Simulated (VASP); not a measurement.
# GeBi3 (Fm-3m) in VASP: notebook, part 2 of 2

VASP 6.6.1. The steps go on from the part before.

### Step 3. Relaxation of cell and atoms, r2SCAN

This run uses another cell than the first one, of 28.91 Å³/atom, 1.019 times its volume.

File POSCAR:

```
GeBi3
1.0
    0.0000000000      3.8668210000      3.8668210000
    3.8668210000      0.0000000000      3.8668210000
    3.8668210000      3.8668210000      0.0000000000
Ge Bi
1 3
Direct
    0.0000000000      0.0000000000      0.0000000000
    0.2500000000      0.2500000000      0.2500000000
    0.7500000000      0.7500000000      0.7500000000
    0.5000000000      0.5000000000      0.5000000000
```

File INCAR.step1:

```
  PREC = Accurate
  ENCUT = 600
  ISMEAR = -1
  SIGMA = 0.1
  LREAL = F
  LASPH = T
  NELM = 100
  GGA = PE
  ALGO = Normal
  EDIFF = 1E-4
  LWAVE = T
  LCHARG = F
```

File INCAR.step2:

```
  PREC = Accurate
  ENCUT = 600
  EDIFF = 1E-6
  ISMEAR = -1
  SIGMA = 0.1
  LREAL = F
  LASPH = T
  NELM = 100
  ALGO = Normal
  ISIF = 3
  LWAVE = F
  LCHARG = F
  METAGGA = R2SCAN
  LMIXTAU = T
  IBRION = 2
  NSW = 50
  EDIFFG = -0.03
  ISTART = 1
```

File KPOINTS:

```
regular mesh
0
Gamma
  5 5 5
```

Potentials or basis: VASP PAW PBE potentials, release 64 (Ge_d, Bi_d).

Command:

```sh
cat potpaw_PBE.64/Ge_d/POTCAR potpaw_PBE.64/Bi_d/POTCAR > POTCAR
cp INCAR.step1 INCAR
mpirun -np 1 vasp_std > vasp.out
cp INCAR.step2 INCAR
mpirun -np 1 vasp_std > vasp.out
```

OUTCAR:

```text
PREC = Accurate
   ENCUT = 600
   EDIFF = 1E-6
   ISMEAR = -1
   LREAL = F
   LASPH = T
   NELM = 100
   ISIF = 3
   METAGGA = R2SCAN
   IBRION = 2
   NSW = 50
   EDIFFG = -0.03
   ISTART = 1

 ion  position               nearest neighbor table
   1  0.000  0.000  0.000-   3 3.35   3 3.35   3 3.35   2 3.35   3 3.35   2 3.35   2 3.35   2 3.35

   2  0.250  0.250  0.250-   1 3.35   1 3.35   1 3.35   1 3.35   4 3.35   4 3.35   4 3.35   4 3.35
                             3 3.87   3 3.87   3 3.87   3 3.87   3 3.87   3 3.87
   3  0.750  0.750  0.750-   4 3.35   4 3.35   4 3.35   1 3.35   4 3.35   1 3.35   1 3.35   1 3.35
                             2 3.87   2 3.87   2 3.87   2 3.87   2 3.87   2 3.87
   4  0.500  0.500  0.500-   2 3.35   2 3.35   2 3.35   2 3.35   3 3.35   3 3.35   3 3.35   3 3.35

  LATTYP: Found a face centered cubic cell.
 ALAT       =     7.7336420000

  Lattice vectors:

 A1 = (   0.0000000000,   3.8668210000,   3.8668210000)
 A2 = (   3.8668210000,   0.0000000000,   3.8668210000)
 A3 = (   3.8668210000,   3.8668210000,   0.0000000000)

Analysis of symmetry for initial positions (statically):
=====================================================================
 Subroutine PRICEL returns:
 Original cell was already a primitive cell.

 Routine SETGRP: Setting up the symmetry group for a
 face centered cubic supercell.
[... 148 lines left out ...]

 number of electron      59.0000009 magnetization

 Free energy of the ion-electron system (eV)
  ---------------------------------------------------
  ext. energy  EPLUGINS =         0.00000000
  ---------------------------------------------------
  free energy    TOTEN  =      -187.96486365 eV

  energy without entropy =     -187.87518085  energy(sigma->0) =     -187.92002225

------------------------ aborting loop because EDIFF is reached ----------------------------------------

  FORCE on cell =-STRESS in cart. coord.  units (eV):
  Direction    XX          YY          ZZ          XY          YZ          ZX
  --------------------------------------------------------------------------------------
  -------------------------------------------------------------------------------------
  Total       -0.7703388     -0.7703388     -0.7703388      0.0000000     -0.0000000      0.0000000
  in kB      -10.6733360    -10.6733360    -10.6733360      0.0000000     -0.0000000      0.0000000
  external PRESSURE =     -10.6733360 kB  Pullay stress =       0.0000000 kB
[... 63 lines left out ...]
--------------------------------------- Ionic step        3  -------------------------------------------

 number of electron      59.0000005 magnetization

 Free energy of the ion-electron system (eV)
  ---------------------------------------------------
  ext. energy  EPLUGINS =         0.00000000
  ---------------------------------------------------
  free energy    TOTEN  =      -187.97215622 eV

  energy without entropy =     -187.88039822  energy(sigma->0) =     -187.92627722

 E-fermi :   7.8545     XC(G=0): -11.2446

 val. band max:        7.8394868469   @ k =   0.4000   0.0000   0.0000
 cond. band min:       7.9742749913   @ k =   0.4000   0.2000   0.0000
 fundamental gap:      0.1347881444
 Fermi energy:         7.8545218292

 k-point     1 :       0.0000    0.0000    0.0000
  band No.  band energies     occupation
      1     -17.9327      2.00000
      2     -17.9327      2.00000
      3     -17.9327      2.00000
      4     -17.9294      2.00000
      5     -17.9294      2.00000
      6     -16.2712      2.00000
[... 400 lines left out ...]
  FREE ENERGIE OF THE ION-ELECTRON SYSTEM (eV)
  ---------------------------------------------------
  free  energy   TOTEN  =      -187.9721562181 eV

  energy  without entropy=     -187.8803982230  energy(sigma->0) =     -187.92627722

 reached required accuracy - stopping structural energy minimisation
```

OUTCAR.step1:

```text
PREC = Accurate
   ENCUT = 600
   ISMEAR = -1
   LREAL = F
   LASPH = T
[... 593 lines left out ...]
      0.00000      0.00000      0.00000        -0.000000     -0.000000     -0.000000
      1.93341      1.93341      1.93341        -0.000000     -0.000000      0.000000
      5.80023      5.80023      5.80023         0.000000      0.000000     -0.000000
      3.86682      3.86682      3.86682        -0.000000     -0.000000     -0.000000
 -----------------------------------------------------------------------------------
    total drift:                               -0.000000     -0.000000     -0.000000

  FREE ENERGIE OF THE ION-ELECTRON SYSTEM (eV)
  ---------------------------------------------------
  free  energy   TOTEN  =       -15.3376899730 eV

  energy  without entropy=      -15.2459909216  energy(sigma->0) =      -15.29184045
```

OSZICAR.step1:

```text
N       E                     dE             d eps       ncg     rms          rms(c)
DAV:   1     0.693195925515E+03    0.69320E+03   -0.33145E+04   774   0.322E+03
DAV:   2     0.919911131702E+02   -0.60120E+03   -0.59287E+03   700   0.770E+02
DAV:   3    -0.819065259883E+01   -0.10018E+03   -0.98113E+02   757   0.254E+02
DAV:   4    -0.151396558878E+02   -0.69490E+01   -0.68404E+01   802   0.702E+01
DAV:   5    -0.153778935526E+02   -0.23824E+00   -0.23708E+00   869   0.125E+01    0.121E+00
DAV:   6    -0.153397980466E+02    0.38096E-01   -0.18684E-01   956   0.312E+00    0.635E-01
DAV:   7    -0.153374694380E+02    0.23286E-02   -0.35134E-02   768   0.146E+00    0.293E-01
DAV:   8    -0.153376425169E+02   -0.17308E-03   -0.31349E-03   880   0.447E-01    0.672E-02
DAV:   9    -0.153376899730E+02   -0.47456E-04   -0.47509E-04   683   0.228E-01
   1 F= -.15337690E+02 E0= -.15291840E+02  d E =-.916991E-01
```

It took 9.5 min on 1 thread of Intel Xeon Platinum 8259CL at 2.50GHz (Skylake/Cascade Lake), shared host; peak memory 0.37 GiB.

Results:

```
Free energy                            : -187.9722 eV
Relaxed volume                         : 28.37 Å³/atom
Relaxed cell                           : a = 5.434 Å, b = 5.434 Å, c = 5.434 Å, α = 60.00°, β = 60.00°, γ = 60.00°
Space group after relaxing (to 0.05 Å) : Fm-3m (No. 225)
Energy gained by relaxing              : 1.8 meV/atom
Ionic steps                            : 3
Pressure after relaxing                : 0.0 GPa
```

Step by step:
```tsv
step	energy change (eV)	largest force (eV/Å)	pressure (GPa)	volume (Å³)
1	0.0000	0.0000	-1.07	115.64
2	-0.0056	0.0000	0.53	112.44
3	-0.0073	0.0000	0.00	113.46
```

Final structure:
```xyz
4
Lattice="0.0000 3.8425 3.8425 3.8425 0.0000 3.8425 3.8425 3.8425 0.0000" Properties=species:S:1:pos:R:3 pbc="T T T"
Ge    0.0000    0.0000    0.0000
Bi    1.9212    1.9212    1.9212
Bi    5.7637    5.7637    5.7637
Bi    3.8424    3.8424    3.8424
```

Levels at points of the mesh, in eV from the Fermi level:
```tsv
k point	band 27	band 28	band 29	band 30	band 31	band 32	band 33	band 34
(0.00, 0.00, 0.00)	-2.78	-2.60	-2.60	-2.60	-1.81	-1.81	-1.81	3.89
```

Caveat: the PAW data sets were made with another functional, which shifts forces and pressure a little; spin-orbit coupling is left out, which moves the levels of the heavy elements.

### Step 4. Single point, r2SCAN

File POSCAR:

```
GeBi3
1.0
    0.0000000000      3.8421210077      3.8421210077
    3.8421210077      0.0000000000      3.8421210077
    3.8421210077      3.8421210077      0.0000000000
Ge Bi
1 3
Direct
    0.0000000000      0.0000000000      0.0000000000
    0.2500000000      0.2500000000      0.2500000000
    0.7500000000      0.7500000000      0.7500000000
    0.5000000000      0.5000000000      0.5000000000
```

File INCAR.step1:

```
ALGO     = Normal         # electronic algorithm
EDIFF    = 1E-4           # SCF threshold, eV
ENCUT    = 520            # plane-wave cutoff, eV
GGA      = PE             # functional
ISMEAR   = -1             # smearing method
LASPH    = True           # aspherical terms in the spheres
LCHARG   = False          # write CHGCAR
LREAL    = False          # projectors in reciprocal space
LWAVE    = True           # write WAVECAR
NBANDS   = 38             # bands
NELM     = 100            # most SCF steps
PREC     = Accurate       # precision mode
SIGMA    = 0.1            # smearing width, eV
```

File INCAR.step2:

```
ALGO     = Normal         # electronic algorithm
EDIFF    = 1E-6           # SCF threshold, eV
ENCUT    = 520            # plane-wave cutoff, eV
ISIF     = 2              # what is computed and relaxed
ISMEAR   = -1             # smearing method
ISTART   = 1            
LASPH    = True           # aspherical terms in the spheres
LCHARG   = False          # write CHGCAR
LMIXTAU  = True         
LREAL    = False          # projectors in reciprocal space
LWAVE    = False          # write WAVECAR
METAGGA  = R2SCAN         # meta-GGA
NBANDS   = 38             # bands
NELM     = 100            # most SCF steps
PREC     = Accurate       # precision mode
SIGMA    = 0.1            # smearing width, eV
```

File KPOINTS:

```
k-points
0
Gamma
  5 5 5
```

Command:

```sh
cat potpaw_PBE.64/Ge_d/POTCAR potpaw_PBE.64/Bi_d/POTCAR > POTCAR
cp INCAR.step1 INCAR
mpirun -np 1 vasp_std > vasp.out
cp INCAR.step2 INCAR
mpirun -np 1 vasp_std > vasp.out
```

It took 1.9 min on 1 thread of Intel Xeon Platinum 8488C (Sapphire Rapids), shared host; peak memory 0.26 GiB.

Results (log left out):

| Item | Value |
| --- | --- |
| Free energy | -187.9715 eV |
| Pressure | -0.1 GPa |

Levels at points of the mesh, in eV from the Fermi level:
```
           k point  band 26  band 27  band 28  band 29  band 30  band 31  band 32  band 33  band 34  band 35
(0.00, 0.00, 0.00)    -2.78    -2.78    -2.60    -2.60    -2.60    -1.81    -1.81    -1.81     3.89     3.89
```

Caveat: the PAW data sets were made with another functional, which shifts forces and pressure a little; spin-orbit coupling is left out, which moves the levels of the heavy elements.

### Step 5. Relaxation of cell and atoms, r2SCAN

This run uses another cell than the first one, of 28.91 Å³/atom, 1.019 times its volume.

File POSCAR:

```
GeBi3
1.0
    0.0000000000      3.8668210000      3.8668210000
    3.8668210000      0.0000000000      3.8668210000
    3.8668210000      3.8668210000      0.0000000000
Ge Bi
1 3
Direct
    0.0000000000      0.0000000000      0.0000000000
    0.2500000000      0.2500000000      0.2500000000
    0.7500000000      0.7500000000      0.7500000000
    0.5000000000      0.5000000000      0.5000000000
```

File INCAR.step1:

```
SYSTEM = GeBi3
  PREC = Accurate
  ENCUT = 600
  ISMEAR = -1
  SIGMA = 0.1
  LREAL = .False.
  LASPH = .True.
  NELM = 100
  GGA = PE
  ALGO = Normal
  EDIFF = 1E-4
  LWAVE = .True.
  LCHARG = .False.
```

File INCAR.step2:

```
SYSTEM = GeBi3
  PREC = Accurate
  ENCUT = 600
  EDIFF = 1E-6
  ISMEAR = -1
  SIGMA = 0.1
  LREAL = .False.
  LASPH = .True.
  NELM = 100
  ALGO = Normal
  ISIF = 3
  LWAVE = .False.
  LCHARG = .False.
  METAGGA = R2SCAN
  LMIXTAU = .True.
  IBRION = 2
  NSW = 50
  EDIFFG = -0.03
  ISTART = 1
```

File KPOINTS:

```
Automatic mesh
0
Gamma
  5 5 5
  0 0 0
```

Command:

```sh
cat potpaw_PBE.64/Ge_d/POTCAR potpaw_PBE.64/Bi_d/POTCAR > POTCAR
cp INCAR.step1 INCAR
mpirun -np 1 vasp_std > vasp.out
cp INCAR.step2 INCAR
mpirun -np 1 vasp_std > vasp.out
```

Wall time 8.9 min (1 thread of Intel Xeon Platinum 8488C (Sapphire Rapids), shared host); peak memory 0.37 GiB.

It converged, with:

- Free energy: -187.9722 eV
- Relaxed volume: 28.37 Å³/atom
- Relaxed cell: a = 5.434 Å, b = 5.434 Å, c = 5.434 Å, α = 60.00°, β = 60.00°, γ = 60.00°
- Space group after relaxing (to 0.05 Å): Fm-3m (No. 225)
- Energy gained by relaxing: 1.8 meV/atom
- Ionic steps: 3
- Pressure after relaxing: 0.0 GPa

The path:
| step | energy change (eV) | largest force (eV/Å) | pressure (GPa) | volume (Å³) |
| --- | --- | --- | --- | --- |
| 1 | 0.0000 | 0.0000 | -1.07 | 115.64 |
| 2 | -0.0056 | 0.0000 | 0.53 | 112.44 |
| 3 | -0.0073 | 0.0000 | 0.00 | 113.46 |

Final structure:
```
Ge Bi
1.0
     0.00000    3.84245    3.84245
     3.84245    0.00000    3.84245
     3.84245    3.84245    0.00000
Ge Bi
1 3
Cartesian
  0.0000 0.0000 0.0000
  1.9212 1.9212 1.9212
  5.7637 5.7637 5.7637
  3.8424 3.8424 3.8424
```

Levels at points of the mesh, in eV from the Fermi level:
| k point | band 28 | band 29 | band 30 | band 31 | band 32 | band 33 |
| --- | --- | --- | --- | --- | --- | --- |
| (0.00, 0.00, 0.00) | -2.60 | -2.60 | -2.60 | -1.81 | -1.81 | -1.81 |

Caveat: the PAW data sets were made with another functional, which shifts forces and pressure a little; spin-orbit coupling is left out, which moves the levels of the heavy elements.
